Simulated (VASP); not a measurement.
# Al2Si (Cmmm) in VASP: relaxation of cell and atoms with PBE

Aim: the relaxation of cell and atoms of Al2Si with PBE.

All numbers are computed with VASP 6.6.1; they aren't measurements. Logs are shortened: lines on timing, memory, paths and dates and some standing lists are left out, and cuts for length are marked.

**1. The cell of the first run**

It takes space group Cmmm (No. 65, orthorhombic). Conventional cell: a = 3.507 Å, b = 10.567 Å, c = 2.768 Å, α = 90.00°, β = 90.00°, γ = 90.00°. Within 3.6 Å of Al (site symmetry m2m) lie 4 Si at 2.71 Å and 7 Al at 2.77 to 3.51 Å. Si (site symmetry mmm) has 8 Al at 2.71 Å and 4 Si at 2.77 to 3.51 Å within 3.6 Å.

**2. Relaxation of cell and atoms, PBE**

Input file INCAR:

```
SYSTEM = Al2Si
  PREC = Accurate
  ENCUT = 600
  EDIFF = 1E-6
  ISMEAR = 0
  SIGMA = 0.1
  LREAL = .FALSE.
  LASPH = .TRUE.
  NELM = 100
  ALGO = Fast
  ISIF = 3
  LWAVE = .FALSE.
  LCHARG = .FALSE.
  GGA = PE
  IBRION = 2
  NSW = 100
  EDIFFG = -0.01
```

Input file KPOINTS:

```
Automatic mesh
0
G
  14 14 16
  0 0 0
```

Input file POSCAR:

```
Al2Si
1.0
    1.7533311656     -5.2834285045      0.0000000000
    1.7533311656      5.2834285045      0.0000000000
    0.0000000000      0.0000000000      2.7682194265
Al Si
2 1
Direct
    0.1453683780      0.8546316220      0.0000000000
    0.8546316220      0.1453683780      0.0000000000
    0.5000000000      0.5000000000      0.5000000000
```

Potentials or basis: VASP PAW PBE potentials, release 64 (Al, Si).

On the command line:

```sh
$ cat potpaw_PBE.64/Al/POTCAR potpaw_PBE.64/Si/POTCAR > POTCAR
$ mpirun -np 1 vasp_std > vasp.out
```

OUTCAR:

```text
SYSTEM = Al2Si
   PREC = Accurate
   ENCUT = 600
   EDIFF = 1E-6
   ISMEAR = 0
   LREAL = .FALSE.
   LASPH = .TRUE.
   NELM = 100
   ISIF = 3
   GGA = PE
   IBRION = 2
   NSW = 100
   EDIFFG = -0.01

 ion  position               nearest neighbor table
   1  0.145  0.855  0.000-   3 2.71   3 2.71   3 2.71   3 2.71   2 2.82   2 2.82   2 3.07
   2  0.855  0.145  0.000-   3 2.71   3 2.71   3 2.71   3 2.71   1 2.82   1 2.82   1 3.07
   3  0.500  0.500  0.500-   1 2.71   1 2.71   2 2.71   2 2.71   1 2.71   1 2.71   2 2.71   2 2.71

  LATTYP: Found a base centered orthorhombic cell.
 ALAT       =     3.5066623312
 B/A-ratio  =     3.0133659905
 C/A-ratio  =     0.7894171623

  Lattice vectors:

 A1 = (   1.7533311656,  -5.2834285045,   0.0000000000)
 A2 = (   1.7533311656,   5.2834285045,   0.0000000000)
 A3 = (   0.0000000000,   0.0000000000,   2.7682194265)

Analysis of symmetry for initial positions (statically):
=====================================================================
 Subroutine PRICEL returns:
 Original cell was already a primitive cell.

 Routine SETGRP: Setting up the symmetry group for a
 base centered orthorhombic supercell.

 Subroutine GETGRP returns: Found  8 space group operations
 (whereof  8 operations were pure point group operations)
 out of a pool of  8 trial point group operations.

The static configuration has the point symmetry D_2h.

Analysis of symmetry for dynamics (positions and initial velocities):
=====================================================================
 Subroutine PRICEL returns:
 Original cell was already a primitive cell.

 Routine SETGRP: Setting up the symmetry group for a
 base centered orthorhombic supercell.

 Subroutine GETGRP returns: Found  8 space group operations
 (whereof  8 operations were pure point group operations)
 out of a pool of  8 trial point group operations.

The dynamic configuration has the point symmetry D_2h.

 Subroutine INISYM returns: Found  8 space group operations
 (whereof  8 operations are pure point group operations),
 and found     1 'primitive' translations

----------------------------------------------------------------------------------------

                                     Primitive cell

  volume of cell :      51.2874

  direct lattice vectors                    reciprocal lattice vectors
     1.753331166 -5.283428504  0.000000000     0.285171455 -0.094635519  0.000000000
     1.753331166  5.283428504  0.000000000     0.285171455  0.094635519  0.000000000
     0.000000000  0.000000000  2.768219426     0.000000000  0.000000000  0.361243040

  length of vectors
     5.566757309  5.566757309  2.768219426     0.300464042  0.300464042  0.361243040

  position of ions in fractional coordinates (direct lattice)
     0.145368378  0.854631622  0.000000000
     0.854631622  0.145368378  0.000000000
     0.500000000  0.500000000  0.500000000

  ion indices of the primitive-cell ions
   primitive index   ion index
                 1           1
                 2           2
                 3           3

----------------------------------------------------------------------------------------

 KPOINTS: Automatic mesh

Automatic generation of k-mesh.
 Grid dimensions read from file:
 generate k-points for:   14   14   16

 Generating k-lattice:

  Cartesian coordinates                     Fractional coordinates (reciprocal lattice)
     0.020369390 -0.006759680  0.000000000     0.071428571  0.000000000  0.000000000
     0.020369390  0.006759680  0.000000000     0.000000000  0.071428571  0.000000000
     0.000000000  0.000000000  0.022577690     0.000000000  0.000000000  0.062500000

  Length of vectors
     0.021461717  0.021461717  0.022577690

  Shift w.r.t. Gamma in fractional coordinates (k-lattice)
     0.000000000  0.000000000  0.000000000

 Subroutine IBZKPT returns following result:
 ===========================================

 Found    513 irreducible k-points:

 Following reciprocal coordinates:
            Coordinates               Weight
  0.000000  0.000000  0.000000      1.000000
  0.071429 -0.000000  0.000000      4.000000
  0.142857  0.000000  0.000000      4.000000
  0.214286 -0.000000  0.000000      4.000000
  0.285714 -0.000000  0.000000      4.000000
  0.357143  0.000000  0.000000      4.000000
[... 16 lines left out ...]
  0.214286  0.142857  0.000000      4.000000
  0.285714  0.142857  0.000000      4.000000
 [... further k-points ...]
   k-points           NKPTS =    513   k-points in BZ     NKDIM =    513   number of bands    NBANDS=      9
   number of dos      NEDOS =    301   number of ions     NIONS =      3
   total plane-waves  NPLWV =  55296
   dimension x,y,z NGX =    48 NGY =   48 NGZ =   24
   dimension x,y,z NGXF=    96 NGYF=   96 NGZF=   48
   ions per type =               2   1
   NGX,Y,Z   is equivalent  to a cutoff of  14.33, 14.33, 14.41 a.u.
   NGXF,Y,Z  is equivalent  to a cutoff of  28.67, 28.67, 28.83 a.u.
 SYSTEM =  Al2Si
   PREC   = accura    normal or accurate (medium, high low for compatibility)
   ISTART =      0    job   : 0-new  1-cont  2-samecut
   ICHARG =      2    charge: 1-file 2-atom 10-const
   ISPIN  =      1    spin polarized calculation?
   LNONCOLLINEAR =      F non collinear calculations
   LSORBIT =      F    spin-orbit coupling
   LASPH  =      T    aspherical Exc in radial PAW
   ENCUT  =  600.0 eV  44.10 Ry    6.64 a.u.  11.12 11.12  5.53*2*pi/ulx,y,z
   NELM   =    100;   NELMIN=  2; NELMDL= -5     # of ELM steps
   EDIFF  = 0.1E-05   stopping-criterion for ELM
   LREAL  =      F    real-space projection
   EDIFFG = -.1E-01   stopping-criterion for IOM
   NSW    =    100    number of steps for IOM
   IBRION =      2    ionic relax: 0-MD 1-quasi-New 2-CG
   NFREE  =      1    steps in history (QN), initial steepest desc. (CG)
   ISIF   =      3    stress and relaxation
   ISYM   =      2    0-nonsym 1-usesym 2-fastsym
   POTIM  = 0.5000    time-step for ionic-motion
   TEBEG  =    0.0;   TEEND  =   0.0 temperature during run
   PSTRESS=    0.0 pullay stress
   NELECT =      10.0000    total number of electrons
   NUPDOWN=      -1.0000    fix difference up-down
   EMIN   =  10.00;   EMAX   =-10.00  energy-range for DOS
   EFERMI =   0.00;   METHOD = LEGACY
   ISMEAR =     0;   SIGMA  =   0.10  broadening in eV -4-tet -1-fermi 0-gaus
   EFERMI_NEDOS =   21; number of points for ismear=-14 and -15
   IALGO  =     68    algorithm
   IMIX   =      4    mixing-type and parameters
     AMIX     =   0.40;   BMIX     =  1.00
     AMIX_MAG =   1.60;   BMIX_MAG =  1.00
  volume/ion in A,a.u.               =      17.10       115.37
  Fermi-wavevector in a.u.,A,eV,Ry     =   0.949303  1.793922 12.261240  0.901176
  Thomas-Fermi vector in A             =   2.077573
   LORBIT       =      0    0 simple, 1 ext, 2 COOP (PROOUT), +10 PAW based schemes
   GGA     = PE    functional components
   LHFCALC =     F    Hartree Fock is set to
   AEXX    =    0.0000 exact exchange contribution
   IVDW    =     0    specifies the selected vdW correction
   LEPSILON=     F    determine dielectric tensor
   LRPA    =     F    only Hartree local field effects (RPA)
 conjugate gradient relaxation of ions
 non-spin polarized calculation
 RMM-DIIS sequential band-by-band and
 Gauss-broadening in eV      SIGMA  =   0.10
  energy-cutoff  :      600.00
  volume of cell :       51.29
 maximum number of plane-waves:      1738
 NGX is ok and might be reduce to    48
   NGX = 23   NGY = 23   NGZ = 11

--------------------------------------- Ionic step        1  -------------------------------------------

 number of electron      10.0000000 magnetization

 Free energy of the ion-electron system (eV)
  ---------------------------------------------------
  ext. energy  EPLUGINS =         0.00000000
  ---------------------------------------------------
  free energy    TOTEN  =       -12.33399475 eV

  energy without entropy =      -12.32848985  energy(sigma->0) =      -12.33124230

------------------------ aborting loop because EDIFF is reached ----------------------------------------

  FORCE on cell =-STRESS in cart. coord.  units (eV):
  Direction    XX          YY          ZZ          XY          YZ          ZX
  --------------------------------------------------------------------------------------
  -------------------------------------------------------------------------------------
  Total       -0.2044245      0.2916577     -0.1256989      0.0000000      0.0000000      0.0000000
  in kB       -6.3860650      9.1111616     -3.9267367      0.0000000      0.0000000      0.0000000
  external PRESSURE =      -0.4005467 kB  Pullay stress =       0.0000000 kB
[... 170 lines left out ...]
  energy  without entropy=      -12.3311779294  energy(sigma->0) =      -12.33399235

--------------------------------------- Ionic step        6  -------------------------------------------

 number of electron      10.0000000 magnetization

 Free energy of the ion-electron system (eV)
  ---------------------------------------------------
  ext. energy  EPLUGINS =         0.00000000
  ---------------------------------------------------
  free energy    TOTEN  =       -12.33685183 eV

  energy without entropy =      -12.33120128  energy(sigma->0) =      -12.33402655

 E-fermi :   7.6485     XC(G=0): -10.1575

 val. band max:        7.6436631836   @ k =  -0.1429   0.1429   0.2500
 cond. band min:       7.6488551140   @ k =   0.4286   0.2143   0.2500
 fundamental gap:      0.0051919304
 Fermi energy:         7.6484568351

 k-point     1 :       0.0000    0.0000    0.0000
  band No.  band energies     occupation
      1      -4.4583      2.00000
      2       1.2409      2.00000
      3       1.6733      2.00000
      4       6.6331      2.00000
      5       8.9997      0.00000
      6       9.6219      0.00000
      7      10.8875      0.00000
      8      12.8824      0.00000
      9      14.3584      0.00000
[... 265 lines left out ...]
 k-point    24 :       0.2857    0.1429    0.0000
  band No.  band energies     occupation
      1      -2.4032      2.00000
      2      -0.0102      2.00000
      3       2.6101      2.00000
      4       2.9765      2.00000
      5       4.4071      2.00000
      6      10.0144      0.00000
      7      12.5865      0.00000
      8      14.3548      0.00000
      9      15.9264      0.00000

 [... further k-points ...]
[... 5 lines left out ...]
  --------------------------------------------------------------------------------------
  -------------------------------------------------------------------------------------
  Total       -0.0063139     -0.0180562     -0.0013211      0.0000000      0.0000000      0.0000000
  in kB       -0.1973983     -0.5645094     -0.0413026      0.0000000      0.0000000      0.0000000
  external PRESSURE =      -0.2677368 kB  Pullay stress =       0.0000000 kB
[... 18 lines left out ...]
  FREE ENERGIE OF THE ION-ELECTRON SYSTEM (eV)
  ---------------------------------------------------
  free  energy   TOTEN  =       -12.3368518261 eV

  energy  without entropy=      -12.3312012790  energy(sigma->0) =      -12.33402655

 reached required accuracy - stopping structural energy minimisation
```

It took 17 min on 1 thread of Oxide Virtual Turin-like, shared host; peak memory 0.43 GiB.

What came out:

| Item | Value |
| --- | --- |
| Free energy | -12.3369 eV |
| Relaxed volume | 17.08 Å³/atom |
| Relaxed cell | a = 5.613 Å, b = 5.613 Å, c = 2.758 Å, α = 90.00°, β = 90.00°, γ = 143.86° |
| Space group after relaxing (to 0.1 Å) | Cmmm (No. 65) |
| Energy gained by relaxing | 1.0 meV/atom |
| Ionic steps | 6 |
| Pressure after relaxing | 0.0 GPa |
| Largest force after relaxing | 0.008 eV/Å |
| Band gap on the k mesh | zero (bands 5 and 6 overlap by 4.54 eV) |

Forces on the atoms (eV/Å):
```
Al   0.000 -0.008  0.000
Al   0.000  0.008  0.000
Si   0.000  0.000  0.000
```

Step by step:
```csv
step,energy change (eV),largest force (eV/Å),pressure (GPa),volume (Å³)
1,0.0000,0.0668,-0.04,51.29
2,-0.0021,0.0412,-0.01,51.25
3,-0.0028,0.0215,0.03,51.22
4,-0.0028,0.0198,0.03,51.22
5,-0.0028,0.0191,0.03,51.22
6,-0.0029,0.0083,-0.03,51.25
```

Final structure:
```xyz
3
Lattice="1.7411 -5.3361 0.0000 1.7411 5.3361 0.0000 0.0000 0.0000 2.7580" Properties=species:S:1:pos:R:3 pbc="T T T"
Al    1.7411    3.7765    2.7580
Al    1.7411   -3.7765    0.0000
Si    1.7411    0.0000    1.3790
```

Levels at points of the mesh, in eV from the Fermi level:
```
           k point  band 1  band 2  band 3  band 4  band 5  band 6  band 7  band 8  band 9
(0.00, 0.00, 0.00)  -12.11   -6.41   -5.98   -1.02    1.35    1.97    3.24    5.23    6.71
(0.50, 0.00, 0.00)   -9.58   -8.27   -5.29   -5.07   -1.01   -0.12    6.41    6.69    6.91
(0.50, 0.50, 0.00)  -11.70   -8.99   -1.30   -0.97    0.01    1.60    4.25    4.70    5.43
(0.00, 0.00, 0.50)   -7.63   -7.10   -2.54   -1.96   -0.83   -0.66    2.58    4.32    5.80
(0.50, 0.00, 0.50)   -5.06   -4.82   -4.16   -2.97   -1.08   -0.62   -0.52   -0.36    3.26
(0.50, 0.50, 0.50)   -7.33   -6.64   -4.31   -4.29    2.41    3.66    3.67    3.75    3.82
```
